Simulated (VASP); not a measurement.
# In7CoSb8 (F-43m) in VASP: single point with PBEsol+U

Aim: the single point of In7CoSb8 with PBEsol+U.

Program: VASP 6.6.1. These are calculated values, not measurements. Logs are shortened: lines on timing, memory, paths and dates and some standing lists are left out, and cuts for length are marked.

**1. The cell of the first run**

The structure is cubic, space group F-43m (No. 216). The conventional cell has a = 12.956 Å, b = 12.956 Å, c = 12.956 Å, α = 90.00°, β = 90.00°, γ = 90.00°. Co (site symmetry -43m) has 4 Sb at 2.64 Å within 3.5 Å. In (site symmetry 2mm) has 4 Sb at 2.83 to 2.84 Å within 3.7 Å. In (site symmetry -43m) has 4 Sb at 2.82 Å within 3.7 Å. Within 3.5 Å of Sb (site symmetry 3m) lie 1 Co at 2.64 Å and 3 In at 2.84 Å. Within 3.7 Å of Sb (site symmetry 3m) lie 4 In at 2.82 to 2.83 Å.

**2. Single point, PBEsol+U, collinear spin, ferromagnetic start**

Input file INCAR:

```
PREC = Accurate
ENCUT = 520
EDIFF = 1E-7
ISMEAR = 0
SIGMA = 0.05
LREAL = Auto
LASPH = True
NELM = 150
ALGO = Normal
ISIF = 2
LWAVE = False
LCHARG = False
ISPIN = 2
MAGMOM = 4 0 0 0 0 0 0 0 0 0 0 0 0 0 0 0
LORBIT = 11
LMAXMIX = 4
LDAU = True
LDAUTYPE = 2
LDAUL = 2 -1 -1
LDAUU = 4 0 0
LDAUJ = 0 0 0
LDAUPRINT = 1
GGA = PS
NBANDS = 88
```

Input file KPOINTS:

```
regular mesh
0
Gamma
  2 2 2
```

Input file POSCAR:

```
In7CoSb8
1.0
    0.0000000000      6.4782000000      6.4782000000
    6.4782000000      0.0000000000      6.4782000000
    6.4782000000      6.4782000000      0.0000000000
Co In Sb
1 7 8
Direct
    1.0000000000      0.0000000000      1.0000000000
    0.0041435421      0.0041435421      0.4958564579
    0.0041435421      0.4958564579      0.0041435421
    0.0041435421      0.4958564579      0.4958564579
    0.4958564579      0.0041435421      0.0041435421
    0.4958564579      0.0041435421      0.4958564579
    0.4958564579      0.4958564579      0.0041435421
    0.5000000000      0.5000000000      0.5000000000
    0.1174515371      0.1174515371      0.1174515371
    0.1174515371      0.1174515371      0.6476453887
    0.1174515371      0.6476453887      0.1174515371
    0.1230022386      0.6256659205      0.6256659205
    0.6476453887      0.1174515371      0.1174515371
    0.6256659205      0.1230022386      0.6256659205
    0.6256659205      0.6256659205      0.1230022386
    0.6256659205      0.6256659205      0.6256659205
```

Potentials or basis: VASP PAW PBE potentials, release 64 (Co, In_d, Sb).

The run is started by

```bash
$ cat potpaw_PBE.64/Co/POTCAR potpaw_PBE.64/In_d/POTCAR potpaw_PBE.64/Sb/POTCAR > POTCAR
$ mpirun -np 1 vasp_std > vasp.out
```

OUTCAR:

```text
PREC = Accurate
   ENCUT = 520
   EDIFF = 1E-7
   ISMEAR = 0
   LREAL = Auto
   LASPH = True
   NELM = 150
   ISIF = 2
   ISPIN = 2
   LORBIT = 11
   GGA = PS

 ion  position               nearest neighbor table
   1  0.000  0.000  0.000-  10 2.64  11 2.64  13 2.64   9 2.64
   2  0.004  0.004  0.496-  12 2.83  14 2.83   9 2.84  10 2.84
   3  0.004  0.496  0.004-  12 2.83  15 2.83   9 2.84  11 2.84
   4  0.004  0.496  0.496-  16 2.83  12 2.83  10 2.84  11 2.84
   5  0.496  0.004  0.004-  14 2.83  15 2.83   9 2.84  13 2.84
   6  0.496  0.004  0.496-  16 2.83  14 2.83  10 2.84  13 2.84
[... 8 lines left out ...]
  15  0.626  0.626  0.123-   8 2.82   5 2.83   3 2.83   7 2.83
  16  0.626  0.626  0.626-   8 2.82   6 2.83   7 2.83   4 2.83

  LATTYP: Found a face centered cubic cell.
 ALAT       =    12.9564000000

  Lattice vectors:

 A1 = (   0.0000000000,   6.4782000000,   6.4782000000)
 A2 = (   6.4782000000,   0.0000000000,   6.4782000000)
 A3 = (   6.4782000000,   6.4782000000,   0.0000000000)

Analysis of symmetry for initial positions (statically):
=====================================================================
 Subroutine PRICEL returns:
 Original cell was already a primitive cell.

 Routine SETGRP: Setting up the symmetry group for a
 face centered cubic supercell.

 Subroutine GETGRP returns: Found 24 space group operations
 (whereof 24 operations were pure point group operations)
 out of a pool of 48 trial point group operations.

The static configuration has the point symmetry T_d .

Analysis of symmetry for dynamics (positions and initial velocities):
=====================================================================
 Subroutine PRICEL returns:
 Original cell was already a primitive cell.

 Routine SETGRP: Setting up the symmetry group for a
 face centered cubic supercell.

 Subroutine GETGRP returns: Found 24 space group operations
 (whereof 24 operations were pure point group operations)
 out of a pool of 48 trial point group operations.

The dynamic configuration has the point symmetry T_d .

Analysis of structural, dynamic, and magnetic symmetry:
=====================================================================
 Subroutine PRICEL returns:
 Original cell was already a primitive cell.

 Routine SETGRP: Setting up the symmetry group for a
 face centered cubic supercell.

 Subroutine GETGRP returns: Found 24 space group operations
 (whereof 24 operations were pure point group operations)
 out of a pool of 48 trial point group operations.

The overall configuration has the point symmetry T_d .

 Subroutine INISYM returns: Found 24 space group operations
 (whereof 24 operations are pure point group operations),
 and found     1 'primitive' translations

----------------------------------------------------------------------------------------

                                     Primitive cell

  volume of cell :     543.7422

  direct lattice vectors                    reciprocal lattice vectors
     0.000000000  6.478200000  6.478200000    -0.077181933  0.077181933  0.077181933
     6.478200000  0.000000000  6.478200000     0.077181933 -0.077181933  0.077181933
     6.478200000  6.478200000  0.000000000     0.077181933  0.077181933 -0.077181933

  length of vectors
     9.161558300  9.161558300  9.161558300     0.133683030  0.133683030  0.133683030

  position of ions in fractional coordinates (direct lattice)
     0.000000000  0.000000000  0.000000000
     0.004143542  0.004143542  0.495856458
     0.004143542  0.495856458  0.004143542
     0.004143542  0.495856458  0.495856458
     0.495856458  0.004143542  0.004143542
     0.495856458  0.004143542  0.495856458
[... 8 lines left out ...]
     0.625665920  0.625665920  0.123002239
     0.625665920  0.625665920  0.625665920
[... 97 lines left out ...]
   J (eV)           for each species LDAUJ =   0.0  0.0  0.0
   GGA     = PS    functional components
   LHFCALC =     F    Hartree Fock is set to
   AEXX    =    0.0000 exact exchange contribution
   IVDW    =     0    specifies the selected vdW correction
   LEPSILON=     F    determine dielectric tensor
   LRPA    =     F    only Hartree local field effects (RPA)
 spin polarized calculation
 Gauss-broadening in eV      SIGMA  =   0.05
  energy-cutoff  :      520.00
  volume of cell :      543.74
 maximum number of plane-waves:     14649
 NGX is ok and might be reduce to    70
   NGX = 35   NGY = 35   NGZ = 35

atom =   1  type =  1  l = 2

 onsite density matrix

spin component  1

  0.9494 -0.0000 -0.0000  0.0000 -0.0000
 -0.0000  0.9494 -0.0000  0.0000  0.0000
 -0.0000 -0.0000  0.9433  0.0000  0.0000
  0.0000  0.0000  0.0000  0.9494 -0.0000
 -0.0000  0.0000  0.0000 -0.0000  0.9433

spin component  2

  0.1906  0.0000 -0.0000 -0.0000  0.0000
  0.0000  0.1906  0.0000  0.0000 -0.0000
 -0.0000  0.0000  0.9277  0.0000  0.0000
 -0.0000  0.0000  0.0000  0.1906  0.0000
  0.0000 -0.0000  0.0000  0.0000  0.9277

 occupancies and eigenvectors

  o =  0.1906  v =  0.0000  0.0000  0.0000  0.0000  0.0000  1.0000  0.0000  0.0000  0.0000  0.0000      0.0000  0.0000  0.0000  0.0000  0.0000  0.0000  0.0000  0.0000  0.0000  0.0000
  o =  0.1906  v =  0.0000  0.0000  0.0000  0.0000  0.0000  0.0000 -0.9999 -0.0000 -0.0159 -0.0000      0.0000  0.0000  0.0000  0.0000  0.0000  0.0000  0.0000  0.0000  0.0000  0.0000
  o =  0.1906  v =  0.0000  0.0000  0.0000  0.0000  0.0000  0.0000 -0.0159 -0.0000  0.9999 -0.0000      0.0000  0.0000  0.0000  0.0000  0.0000  0.0000  0.0000  0.0000  0.0000  0.0000
  o =  0.9277  v =  0.0000  0.0000  0.0000  0.0000  0.0000  0.0000 -0.0000  0.0018  0.0000  1.0000      0.0000  0.0000  0.0000  0.0000  0.0000  0.0000  0.0000  0.0000  0.0000  0.0000
  o =  0.9277  v =  0.0000  0.0000  0.0000  0.0000  0.0000  0.0000  0.0000  1.0000 -0.0000 -0.0018      0.0000  0.0000  0.0000  0.0000  0.0000  0.0000  0.0000  0.0000  0.0000  0.0000
  o =  0.9433  v =  0.0000 -0.0000 -0.4959  0.0000  0.8684  0.0000  0.0000  0.0000  0.0000  0.0000      0.0000  0.0000  0.0000  0.0000  0.0000  0.0000  0.0000  0.0000  0.0000  0.0000
  o =  0.9433  v =  0.0000  0.0000  0.8684 -0.0000  0.4959  0.0000  0.0000  0.0000  0.0000  0.0000      0.0000  0.0000  0.0000  0.0000  0.0000  0.0000  0.0000  0.0000  0.0000  0.0000
  o =  0.9494  v =  0.0000  0.5114 -0.0000 -0.8594  0.0000  0.0000  0.0000  0.0000  0.0000  0.0000      0.0000  0.0000  0.0000  0.0000  0.0000  0.0000  0.0000  0.0000  0.0000  0.0000
  o =  0.9494  v =  0.0000 -0.8594  0.0000 -0.5114 -0.0000  0.0000  0.0000  0.0000  0.0000  0.0000      0.0000  0.0000  0.0000  0.0000  0.0000  0.0000  0.0000  0.0000  0.0000  0.0000
  o =  0.9494  v =  1.0000  0.0000  0.0000  0.0000  0.0000  0.0000  0.0000  0.0000  0.0000  0.0000      0.0000  0.0000  0.0000  0.0000  0.0000  0.0000  0.0000  0.0000  0.0000  0.0000

 number of electron     139.9999988 magnetization       2.4360988

 Free energy of the ion-electron system (eV)
  ---------------------------------------------------
  ext. energy  EPLUGINS =         0.00000000
  ---------------------------------------------------
  free energy    TOTEN  =       -61.15617306 eV

  energy without entropy =      -61.13727759  energy(sigma->0) =      -61.14672533

 E-fermi :   4.4468     XC(G=0):  -8.8023

 val. band max:        4.4385078772   @ k =   0.5000   0.0000   0.0000
 cond. band min:       4.4541320068   @ k =   0.0000   0.0000   0.0000
 fundamental gap:      0.0156241296
 Fermi energy:         4.4468434125

 spin component 1

 k-point     1 :       0.0000    0.0000    0.0000
  band No.  band energies     occupation
      1      -9.8827      1.00000
      2      -9.8827      1.00000
      3      -9.8827      1.00000
      4      -9.8646      1.00000
      5      -9.8353      1.00000
      6      -9.8353      1.00000
[... 244 lines left out ...]
     81       8.1084      0.00000
     82       8.6415      0.00000
 Fermi energy:         4.4468434125

 spin component 2

 k-point     1 :       0.0000    0.0000    0.0000
  band No.  band energies     occupation
      1      -9.8816      1.00000
      2      -9.8816      1.00000
      3      -9.8816      1.00000
      4      -9.8645      1.00000
      5      -9.8341      1.00000
      6      -9.8341      1.00000
[... 244 lines left out ...]
     81       8.1075      0.00000
     82       8.7123      0.00000
 [bands above 82 left out]

------------------------ aborting loop because EDIFF is reached ----------------------------------------

  FORCE on cell =-STRESS in cart. coord.  units (eV):
  Direction    XX          YY          ZZ          XY          YZ          ZX
  --------------------------------------------------------------------------------------
  -------------------------------------------------------------------------------------
  Total       -2.4014637     -2.4014637     -2.4014637     -0.0000000     -0.0000000      0.0000000
  in kB       -7.0760933     -7.0760933     -7.0760933     -0.0000000     -0.0000000      0.0000000
  external PRESSURE =      -7.0760933 kB  Pullay stress =       0.0000000 kB

 VOLUME and BASIS-vectors are now :
 -----------------------------------------------------------------------------
  energy-cutoff  :      520.00
  volume of cell :      543.74
      direct lattice vectors                 reciprocal lattice vectors
     0.000000000  6.478200000  6.478200000    -0.077181933  0.077181933  0.077181933
     6.478200000  0.000000000  6.478200000     0.077181933 -0.077181933  0.077181933
     6.478200000  6.478200000  0.000000000     0.077181933  0.077181933 -0.077181933

 POSITION                                       TOTAL-FORCE (eV/Angst)
 -----------------------------------------------------------------------------------
      0.00000      0.00000      0.00000         0.000000      0.000000      0.000000
      3.23910      3.23910      0.05369         0.000000      0.000000     -0.007136
      3.23910      0.05369      3.23910         0.000000     -0.007136      0.000000
      6.42451      3.23910      3.23910         0.007136      0.000000      0.000000
      0.05369      3.23910      3.23910        -0.007136      0.000000      0.000000
      3.23910      6.42451      3.23910         0.000000      0.007136      0.000000
[... 8 lines left out ...]
      4.85002      4.85002      8.10638        -0.002787     -0.002787      0.002787
      8.10638      8.10638      8.10638         0.002787      0.002787      0.002787
 -----------------------------------------------------------------------------------
    total drift:                               -0.000001     -0.000001     -0.000001

  FREE ENERGIE OF THE ION-ELECTRON SYSTEM (eV)
  ---------------------------------------------------
  free  energy   TOTEN  =       -61.1561730640 eV

  energy  without entropy=      -61.1372775889  energy(sigma->0) =      -61.14672533

 total charge

# of ion       s       p       d       tot
------------------------------------------
    1        0.400   0.337   7.142   7.879
    2        0.860   0.699   9.862  11.421
    3        0.860   0.699   9.862  11.421
    4        0.860   0.699   9.862  11.421
    5        0.860   0.699   9.862  11.421
    6        0.860   0.699   9.862  11.421
[... 8 lines left out ...]
   15        1.129   1.334   0.018   2.481
   16        1.129   1.334   0.018   2.481
--------------------------------------------------
tot         15.472  15.838  76.332 107.643

 magnetization (x)

# of ion       s       p       d       tot
------------------------------------------
    1        0.023   0.041   2.307   2.370
    2        0.003   0.002  -0.001   0.004
    3        0.003   0.002  -0.001   0.004
    4        0.003   0.002  -0.001   0.004
    5        0.003   0.002  -0.001   0.004
    6        0.003   0.002  -0.001   0.004
[... 8 lines left out ...]
   15        0.000  -0.001  -0.000  -0.001
   16        0.000  -0.001  -0.000  -0.001
--------------------------------------------------
tot          0.048  -0.024   2.307   2.332
```

It took 13 min on 1 thread of Intel Xeon Platinum 8488C (Sapphire Rapids), shared host; peak memory 1 GiB.

What came out:

- Free energy: -61.1562 eV
- Pressure: -0.7 GPa
- Largest force: 0.016 eV/Å
- Net moment: 2.44 μB per cell
- Site moments: Co +2.37; In +0.00, +0.01 (each value once); Sb -0.02, -0.00 (each value once) μB
- Valence electrons inside the program's atomic spheres: Co 7.88; In 11.42, 11.44 (each value once); Sb 2.47, 2.48 (each value once)

Forces in eV/Å, atoms in the order of the input:
```
Co   0.000  0.000  0.000
In   0.000  0.000 -0.007
In   0.000 -0.007  0.000
In   0.007  0.000  0.000
In  -0.007  0.000  0.000
In   0.000  0.007  0.000
In   0.000  0.000  0.007
In   0.000  0.000  0.000
Sb   0.009  0.009  0.009
Sb  -0.009 -0.009  0.009
Sb  -0.009  0.009 -0.009
Sb   0.003 -0.003 -0.003
Sb   0.009 -0.009 -0.009
Sb  -0.003  0.003 -0.003
Sb  -0.003 -0.003  0.003
Sb   0.003  0.003  0.003
```

Eigenvalues of the final occupation matrices:
| site | spin | trace | eigenvalues |
| --- | --- | --- | --- |
| site 1 d | 1 | 4.73 | 0.94 0.94 0.95 0.95 0.95 |
| site 1 d | 2 | 2.43 | 0.19 0.19 0.19 0.93 0.93 |

Caveat: the k points lie up to 0.42 Å⁻¹ apart; the PAW data sets were made with another functional, which shifts forces and pressure a little; spin-orbit coupling is left out, which moves the levels of the heavy elements; a cell with one magnetic atom can't hold antiferromagnetic order, which such compounds often take; the U is typed as a test and isn't derived for this compound. The state reached can hang on the start; a lower one may exist.
